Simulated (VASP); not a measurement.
Here is a VASP 6.6.1 calculation.

Contents of INCAR:

```
PREC = Accurate ; ENCUT = 520
EDIFF = 1E-7 ; ISMEAR = -1
SIGMA = 0.02 ; LREAL = False
LASPH = True ; NELM = 60
ALGO = Normal ; ISIF = 2
LWAVE = False ; LCHARG = True
GGA = PE ; LELF = True
LVHAR = True ; NBANDS = 28
```

KPOINTS

```
regular mesh
0
Gamma
  6 6 6
```

The input POSCAR:

```
PbSe
1.0
    2.1253051020     -5.9619826758      0.0000000000
    2.1253051020      5.9619826758      0.0000000000
    0.0000000000      0.0000000000      4.4334889037
Pb Se
2 2
Direct
    0.6276045269      0.3723954731      0.7500000000
    0.3723954731      0.6276045269      0.2500000000
    0.8631483043      0.1368516957      0.7500000000
    0.1368516957      0.8631483043      0.2500000000
```

Potentials or basis: VASP PAW PBE potentials, release 64 (Pb_d, Se).

Command:

```sh
$ cat potpaw_PBE.64/Pb_d/POTCAR potpaw_PBE.64/Se/POTCAR > POTCAR
$ mpirun -np 1 vasp_std > vasp.out
```

Question: Predict the band gap on the k mesh.

Answer: 1.06 eV (least direct gap 1.20 eV).

Question: What does it give for the pressure?

Answer: 2.5 GPa.

Question: Predict the largest force.

Answer: 0.160 eV/Å.

Stress tensor (GPa, compression positive):
```
2.40 0.00 0.00
0.00 2.76 0.00
0.00 0.00 2.31
```

Caveat: the cell differs from its parent crystal (biaxial xy strain -0.6%); spin-orbit coupling is left out, which moves the levels of the heavy elements. A k mesh can miss the band edges.
